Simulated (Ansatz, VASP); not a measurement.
# One calculation of CuI, two programs

File INCAR:

```
SYSTEM = CuI
PREC     = Accurate       ! precision mode
ENCUT    = 520            ! plane-wave cutoff, eV
EDIFF    = 1E-8           ! SCF threshold, eV
ISMEAR   = -1             ! smearing method
SIGMA    = 0.02           ! smearing width, eV
LREAL    = .FALSE.        ! projectors in reciprocal space
LASPH    = .TRUE.         ! aspherical terms in the spheres
NELM     = 80             ! most SCF steps
ALGO     = Normal         ! electronic algorithm
ISIF     = 2              ! what is computed and relaxed
LWAVE    = .FALSE.        ! write WAVECAR
LCHARG   = .FALSE.        ! write CHGCAR
LEFG     = .TRUE.       
NBANDS   = 26             ! bands
```

Contents of KPOINTS:

```
regular mesh
0
G
  5 5 6
  0 0 0
```

File POSCAR:

```
CuI
1.0
    3.7331675900     -3.7110863700      0.0000000000
    3.7331675900      3.7110863700      0.0000000000
    0.0000000000      0.0000000000      4.3931376234
Cu I
2 2
Direct
    0.4204388300      0.5795611700      0.7500000000
    0.5795611700      0.4204388300      0.2500000000
    0.7700426800      0.2299573200      0.7500000000
    0.2299573200      0.7700426800      0.2500000000
```

Input for Ansatz:

```yaml
crystal:
  lattice:
    - [3.73316759, -3.71108637, 0.0]
    - [3.73316759, 3.71108637, 0.0]
    - [0.0, 0.0, 4.3931376234]
  atoms:
    - { symbol: Cu, position: [0.42043883, 0.57956117, 0.75] }
    - { symbol: Cu, position: [0.57956117, 0.42043883, 0.25] }
    - { symbol: I, position: [0.77004268, 0.22995732, 0.75] }
    - { symbol: I, position: [0.22995732, 0.77004268, 0.25] }
kpoints:
  mp_grid: { grid: [5, 5, 6] }
scf:
  occupations: { method: fermi_dirac, width: 0.02 }
hamiltonian:
  xc: lda
  pseudopotentials: { kind: all_electron, datasets: crystal }
output:
  forces: true
  stress: true
  eigenvalues: true
  efg: { contact_densities: true }
```

Change from the starting cell: zz strain of +2 %, crystal datasets.

Alike in both runs: task electric field gradients; functional LDA; k mesh 5 × 5 × 6; occupations fermi-dirac, width 0.02 eV; no spin polarisation.

```csv
,VASP,Ansatz
version,VASP 6.6.1,Ansatz 0.2.0
potentials or method,"VASP PAW LDA potentials, release 64 (Cu, I), cutoff 520 eV","all-electron PAW with datasets made for the crystal, scalar-relativistic"
```

|  | VASP | Ansatz | Ansatz less VASP |
| --- | --- | --- | --- |
| gap on the k mesh at the Fermi level (eV) | 0.91 | 0.87 | -0.039 |
| pressure (GPa) | -3.9 | -4.0 | -0.10 |
| traceless stress, the component that is largest in VASP (GPa) | 2.57 | 2.68 | +0.106 |
| rms of the force components (eV/Å) | 0.211 | 0.217 | +0.0060 |
| size of Vzz on the site where it differs most (V/Å²) | 417.5 | 433.1 | +15.68 |

LDA's correlation is that of Perdew and Zunger in VASP and of Perdew and Wang (1992) in Ansatz. Atom by atom the forces differ by 0.009 eV/Å (rms over components). Ansatz ran all-electron here, and VASP with PAW potentials.

Neither program's run includes spin-orbit coupling.
